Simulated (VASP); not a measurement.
# TiTe2 in VASP: further runs, part 2 of 3

VASP 6.6.1. The steps go on from the part before.

## (3) Electric field gradients, PBEsol (26.22 Å³/atom)

Input file INCAR:

```
SYSTEM = TiTe2
PREC     = Accurate       ! precision mode
ENCUT    = 520            ! plane-wave cutoff, eV
EDIFF    = 1E-8           ! SCF threshold, eV
ISMEAR   = -1             ! smearing method
SIGMA    = 0.03           ! smearing width, eV
LREAL    = .False.        ! projectors in reciprocal space
LASPH    = .True.         ! aspherical terms in the spheres
NELM     = 60             ! most SCF steps
ALGO     = Normal         ! electronic algorithm
ISIF     = 2              ! what is computed and relaxed
LWAVE    = .False.        ! write WAVECAR
LCHARG   = .False.        ! write CHGCAR
GGA      = PS             ! functional
LEFG     = .True.       
NBANDS   = 19             ! bands
```

Input file KPOINTS:

```
Automatic mesh
0
Gamma
  13 13 7
  0 0 0
```

Input file POSCAR:

```
TiTe2
1.0
    3.7516511246      0.0000000000      0.0000000000
   -1.8758255623      3.2490251800      0.0000000000
    0.0000000000      0.0000000000      6.4543879477
Ti Te
1 2
Direct
    0.0000000000      0.0000000000      0.0000000000
    0.6666666667      0.3333333333      0.2628000000
    0.3333333333      0.6666666667      0.7372000000
```

Potentials or basis: VASP PAW PBE potentials, release 64 (Ti_sv, Te).

Started as:

```console
$ cat potpaw_PBE.64/Ti_sv/POTCAR potpaw_PBE.64/Te/POTCAR > POTCAR
$ mpirun -np 1 vasp_std > vasp.out
```

OUTCAR:

```text
SYSTEM = TiTe2
   PREC = Accurate
   ENCUT = 520
   EDIFF = 1E-8
   ISMEAR = -1
   LREAL = .False.
   LASPH = .True.
   NELM = 60
   ISIF = 2
   GGA = PS

 ion  position               nearest neighbor table
   1  0.000  0.000  0.000-   2 2.75   3 2.75   3 2.75   2 2.75   2 2.75   3 2.75
   2  0.667  0.333  0.263-   1 2.75   1 2.75   1 2.75
   3  0.333  0.667  0.737-   1 2.75   1 2.75   1 2.75

  LATTYP: Found a hexagonal cell.
 ALAT       =     3.7516511246
 C/A-ratio  =     1.7204126219

  Lattice vectors:

 A1 = (   3.7516511246,   0.0000000000,   0.0000000000)
 A2 = (  -1.8758255623,   3.2490251800,   0.0000000000)
 A3 = (   0.0000000000,   0.0000000000,   6.4543879477)

Analysis of symmetry for initial positions (statically):
=====================================================================
 Subroutine PRICEL returns:
 Original cell was already a primitive cell.

 Routine SETGRP: Setting up the symmetry group for a
 hexagonal supercell.

 Subroutine GETGRP returns: Found 12 space group operations
 (whereof 12 operations were pure point group operations)
 out of a pool of 24 trial point group operations.

The static configuration has the point symmetry D_3d.

Analysis of symmetry for dynamics (positions and initial velocities):
=====================================================================
 Subroutine PRICEL returns:
 Original cell was already a primitive cell.

 Routine SETGRP: Setting up the symmetry group for a
 hexagonal supercell.

 Subroutine GETGRP returns: Found 12 space group operations
 (whereof 12 operations were pure point group operations)
 out of a pool of 24 trial point group operations.

The dynamic configuration has the point symmetry D_3d.

 Subroutine INISYM returns: Found 12 space group operations
 (whereof 12 operations are pure point group operations),
 and found     1 'primitive' translations

----------------------------------------------------------------------------------------

                                     Primitive cell

  volume of cell :      78.6739

  direct lattice vectors                    reciprocal lattice vectors
     3.751651125  0.000000000  0.000000000     0.266549305  0.153892313  0.000000000
    -1.875825562  3.249025180  0.000000000     0.000000000  0.307784626  0.000000000
     0.000000000  0.000000000  6.454387948     0.000000000  0.000000000  0.154933358

  length of vectors
     3.751651125  3.751651125  6.454387948     0.307784626  0.307784626  0.154933358

  position of ions in fractional coordinates (direct lattice)
     0.000000000  0.000000000  0.000000000
     0.666666667  0.333333333  0.262800000
     0.333333333  0.666666667  0.737200000

  ion indices of the primitive-cell ions
   primitive index   ion index
                 1           1
                 2           2
                 3           3

----------------------------------------------------------------------------------------

 KPOINTS: Automatic mesh

[... 76 lines left out ...]
   TEBEG  =    0.0;   TEEND  =   0.0 temperature during run
   PSTRESS=    0.0 pullay stress
   NELECT =      24.0000    total number of electrons
   NUPDOWN=      -1.0000    fix difference up-down
   EMIN   =  10.00;   EMAX   =-10.00  energy-range for DOS
   EFERMI =   0.00;   METHOD = LEGACY
   ISMEAR =    -1;   SIGMA  =   0.03  broadening in eV -4-tet -1-fermi 0-gaus
   EFERMI_NEDOS =   21; number of points for ismear=-14 and -15
   IALGO  =     38    algorithm
   IMIX   =      4    mixing-type and parameters
     AMIX     =   0.40;   BMIX     =  1.00
     AMIX_MAG =   1.60;   BMIX_MAG =  1.00
  volume/ion in A,a.u.               =      26.22       176.97
  Fermi-wavevector in a.u.,A,eV,Ry     =   1.102051  2.082575 16.524501  1.214517
  Thomas-Fermi vector in A             =   2.238488
   LORBIT       =      0    0 simple, 1 ext, 2 COOP (PROOUT), +10 PAW based schemes
   GGA     = PS    functional components
   LHFCALC =     F    Hartree Fock is set to
   AEXX    =    0.0000 exact exchange contribution
   IVDW    =     0    specifies the selected vdW correction
   LEPSILON=     F    determine dielectric tensor
   LRPA    =     F    only Hartree local field effects (RPA)
 non-spin polarized calculation
  energy-cutoff  :      520.00
  volume of cell :       78.67
 maximum number of plane-waves:      2135
   NGX = 13   NGY = 13   NGZ = 25

 number of electron      23.9999996 magnetization

 Free energy of the ion-electron system (eV)
  ---------------------------------------------------
  ext. energy  EPLUGINS =         0.00000000
  ---------------------------------------------------
  free energy    TOTEN  =       -17.52928670 eV

  energy without entropy =      -17.52532204  energy(sigma->0) =      -17.52730437

 E-fermi :   6.9374     XC(G=0): -10.0956

 val. band max:        6.9335749007   @ k =   0.4615   0.0000   0.0000
 cond. band min:       6.9377913847   @ k =   0.0000   0.4615   0.1429
 fundamental gap:      0.0042164840
 Fermi energy:         6.9374205394

 k-point     1 :       0.0000    0.0000    0.0000
  band No.  band energies     occupation
      1     -50.2702      2.00000
      2     -26.6341      2.00000
      3     -26.6341      2.00000
      4     -26.5956      2.00000
      5      -5.6125      2.00000
      6      -4.0416      2.00000
[... 505 lines left out ...]
      6      -4.1155      2.00000
[... 11 lines left out ...]
     18      12.5633      0.00000
     19      13.6305      0.00000

 [... further k-points ...]

------------------------ aborting loop because EDIFF is reached ----------------------------------------

  FORCE on cell =-STRESS in cart. coord.  units (eV):
  Direction    XX          YY          ZZ          XY          YZ          ZX
  --------------------------------------------------------------------------------------
  -------------------------------------------------------------------------------------
  Total       -0.6703786     -0.6703786     -0.0682475      0.0000000      0.0000000      0.0000000
  in kB      -13.6521214    -13.6521214     -1.3898472      0.0000000      0.0000000      0.0000000
  external PRESSURE =      -9.5646967 kB  Pullay stress =       0.0000000 kB

 VOLUME and BASIS-vectors are now :
 -----------------------------------------------------------------------------
  energy-cutoff  :      520.00
  volume of cell :       78.67
      direct lattice vectors                 reciprocal lattice vectors
     3.751651125  0.000000000  0.000000000     0.266549305  0.153892313  0.000000000
    -1.875825562  3.249025180  0.000000000     0.000000000  0.307784626  0.000000000
     0.000000000  0.000000000  6.454387948     0.000000000  0.000000000  0.154933358

 POSITION                                       TOTAL-FORCE (eV/Angst)
 -----------------------------------------------------------------------------------
      0.00000      0.00000      0.00000        -0.000000      0.000000      0.000000
      1.87583      1.08301      1.69621        -0.000000      0.000000      0.082772
     -0.00000      2.16602      4.75817         0.000000     -0.000000     -0.082772
 -----------------------------------------------------------------------------------
    total drift:                                0.000000     -0.000000      0.000000

  FREE ENERGIE OF THE ION-ELECTRON SYSTEM (eV)
  ---------------------------------------------------
  free  energy   TOTEN  =       -17.5292867037 eV

  energy  without entropy=      -17.5253220368  energy(sigma->0) =      -17.52730437

 Electric field gradients (V/A^2)
---------------------------------------------------------------------
 ion       V_xx      V_yy      V_zz      V_xy      V_xz      V_yz
---------------------------------------------------------------------
   1      14.094    14.096   -28.190     0.002     0.000    -0.000
   2      30.160    30.160   -60.319    -0.000     0.000    -0.000
   3      30.160    30.160   -60.319    -0.000     0.000    -0.000
---------------------------------------------------------------------

 Electric field gradients after diagonalization (V/A^2)
 (convention: |V_zz| > |V_xx| > |V_yy|)
----------------------------------------------------------------------
 ion       V_xx      V_yy      V_zz     asymmetry (V_yy - V_xx)/ V_zz
----------------------------------------------------------------------
   1      14.097    14.093   -28.190       0.000
   2      30.160    30.160   -60.319       0.000
   3      30.160    30.160   -60.319       0.000
----------------------------------------------------------------------

           NMR quadrupolar parameters

 Cq : quadrupolar parameter    Cq=e*Q*V_zz/h
 eta: asymmetry parameters     (V_yy - V_xx)/ V_zz
 Q  : nuclear electric quadrupole moment in mb (millibarn)
----------------------------------------------------------------------
 ion       Cq(MHz)       eta       Q (mb)
----------------------------------------------------------------------
   1      -0.068       0.000       1.000
   2      -0.146       0.000       1.000
   3      -0.146       0.000       1.000
----------------------------------------------------------------------
```

Wall time 1.8 min (1 thread of Intel Xeon Platinum 8488C (Sapphire Rapids), shared host); peak memory 0.32 GiB.

Results:

* Free energy: -17.5293 eV
* Pressure: -1.0 GPa
* Largest force: 0.083 eV/Å
* Band gap on the k mesh: zero (bands 12 and 13 overlap by 0.70 eV)
* Largest electric field gradient by atom: Ti -28.2; Te -60.3 V/Å²

Forces on the atoms (eV/Å):
```
Ti   0.000  0.000  0.000
Te   0.000  0.000  0.083
Te   0.000  0.000 -0.083
```

Stress tensor (GPa, compression positive):
```
-1.37  0.00  0.00
 0.00 -1.37  0.00
 0.00  0.00 -0.14
```

Levels at points of the mesh, in eV from the Fermi level:
```tsv
k point	band 8	band 9	band 10	band 11	band 12	band 13	band 14	band 15	band 16	band 17
(0.00, 0.00, 0.00)	-1.72	-1.72	0.31	0.38	0.38	0.62	1.12	1.12	3.15	3.15
```

Electric field gradients, principal values (V/Å²):
| atom | least | middle | greatest (by size) |
| --- | --- | --- | --- |
| 1 Ti | 14.093 | 14.097 | -28.190 |
| 2 Te | 30.160 | 30.160 | -60.319 |
| 3 Te | 30.160 | 30.160 | -60.319 |

Caveat: without QUAD_EFG the Cq values of the log hold for a quadrupole moment of 1 mb, not for the nuclei; the PAW data sets were made with another functional, which shifts forces and pressure a little; spin-orbit coupling is left out, which moves the levels of the heavy elements; this functional lacks dispersion, which binds layers or chains, so the pressure and a relaxed spacing across them are unreliable.

## (4) Electric field gradients, PBEsol (27.03 Å³/atom)

This run uses another cell than the first one, of 27.03 Å³/atom.

Input file INCAR:

```
PREC = Accurate
ENCUT = 520
EDIFF = 1E-8
ISMEAR = -1
SIGMA = 0.03
LREAL = False
LASPH = True
NELM = 100
ALGO = Normal
ISIF = 2
LWAVE = False
LCHARG = False
GGA = PS
LEFG = True
NBANDS = 19
```

Input file KPOINTS:

```
Automatic mesh
0
Gamma
  13 13 7
```

Input file POSCAR:

```
TiTe2
1.0
    3.7895491555      0.0000000000      0.0000000000
   -1.8947745777      3.2818458376      0.0000000000
    0.0000000000      0.0000000000      6.5195881985
Ti Te
1 2
Direct
    0.0000000000      0.0000000000      0.0000000000
    0.6666666667      0.3333333333      0.2628000000
    0.3333333333      0.6666666667      0.7372000000
```

Potentials or basis: VASP PAW PBE potentials, release 64 (Ti_sv, Te).

Started as:

```console
$ cat potpaw_PBE.64/Ti_sv/POTCAR potpaw_PBE.64/Te/POTCAR > POTCAR
$ mpirun -np 1 vasp_std > vasp.out
```

OUTCAR:

```text
PREC = Accurate
   ENCUT = 520
   EDIFF = 1E-8
   ISMEAR = -1
   LREAL = False
   LASPH = True
   NELM = 100
   ISIF = 2
   GGA = PS

 ion  position               nearest neighbor table
   1  0.000  0.000  0.000-   2 2.78   3 2.78   2 2.78   3 2.78   2 2.78   3 2.78
   2  0.667  0.333  0.263-   1 2.78   1 2.78   1 2.78
   3  0.333  0.667  0.737-   1 2.78   1 2.78   1 2.78

  LATTYP: Found a hexagonal cell.
 ALAT       =     3.7895491555
 C/A-ratio  =     1.7204126219

  Lattice vectors:

 A1 = (   3.7895491555,   0.0000000000,   0.0000000000)
[... 745 lines left out ...]

  energy  without entropy=      -17.4971792663  energy(sigma->0) =      -17.49912773

 Electric field gradients (V/A^2)
---------------------------------------------------------------------
 ion       V_xx      V_yy      V_zz      V_xy      V_xz      V_yz
---------------------------------------------------------------------
   1      13.680    13.682   -27.362     0.002     0.000    -0.000
   2      30.365    30.365   -60.730    -0.000     0.000    -0.000
   3      30.365    30.365   -60.730    -0.000     0.000    -0.000
---------------------------------------------------------------------

 Electric field gradients after diagonalization (V/A^2)
 (convention: |V_zz| > |V_xx| > |V_yy|)
----------------------------------------------------------------------
 ion       V_xx      V_yy      V_zz     asymmetry (V_yy - V_xx)/ V_zz
----------------------------------------------------------------------
   1      13.683    13.679   -27.362       0.000
   2      30.365    30.365   -60.730       0.000
   3      30.365    30.365   -60.730       0.000
----------------------------------------------------------------------

           NMR quadrupolar parameters

 Cq : quadrupolar parameter    Cq=e*Q*V_zz/h
 eta: asymmetry parameters     (V_yy - V_xx)/ V_zz
 Q  : nuclear electric quadrupole moment in mb (millibarn)
----------------------------------------------------------------------
 ion       Cq(MHz)       eta       Q (mb)
----------------------------------------------------------------------
   1      -0.066       0.000       1.000
   2      -0.147       0.000       1.000
   3      -0.147       0.000       1.000
----------------------------------------------------------------------
```

stdout:

```text
POSCAR found type information on POSCAR TiTe
 POSCAR found :  2 types and       3 ions
 scaLAPACK will be used
 -----------------------------------------------------------------------------
|                                                                             |
|                                                                             |
|     You enforced a specific xc type in the INCAR file but a different       |
|     I HOPE YOU KNOW WHAT YOU ARE DOING!                                     |
|                                                                             |
 -----------------------------------------------------------------------------

 LDA part: xc-table for (Slater+PW92), standard interpolation
 POSCAR, INCAR and KPOINTS ok, starting setup
 FFT: planning ... GRIDC
 FFT: planning ... GRID_SOFT
 FFT: planning ... GRID
 WAVECAR not read
 entering main loop
ion   1

ion   2

ion   3
```

Run time: 2.2 min. Hardware: 1 thread of Intel Xeon Platinum 8488C (Sapphire Rapids), shared host; peak memory 0.32 GiB.

What came out:

```yaml
Free_energy: -17.5011 eV
Pressure: -2.8 GPa
Largest_force: 0.172 eV/Å
Band_gap_on_the_k_mesh: zero (bands 12 and 13 overlap by 0.65 eV)
Largest_electric_field_gradient_by_atom: Ti -27.4; Te -60.7 V/Å²
```

Forces in eV/Å, atoms in the order of the input:
```
Ti   0.000  0.000  0.000
Te   0.000  0.000 -0.172
Te   0.000  0.000  0.172
```

Electric field gradients, principal values (V/Å²):
| atom | least | middle | greatest (by size) |
| --- | --- | --- | --- |
| 1 Ti | 13.679 | 13.683 | -27.362 |
| 2 Te | 30.365 | 30.365 | -60.730 |
| 3 Te | 30.365 | 30.365 | -60.730 |

Caveat: without QUAD_EFG the Cq values of the log hold for a quadrupole moment of 1 mb, not for the nuclei; the PAW data sets were made with another functional, which shifts forces and pressure a little; spin-orbit coupling is left out, which moves the levels of the heavy elements; this functional lacks dispersion, which binds layers or chains, so the pressure and a relaxed spacing across them are unreliable.

(Continued in part 3 of 3.)
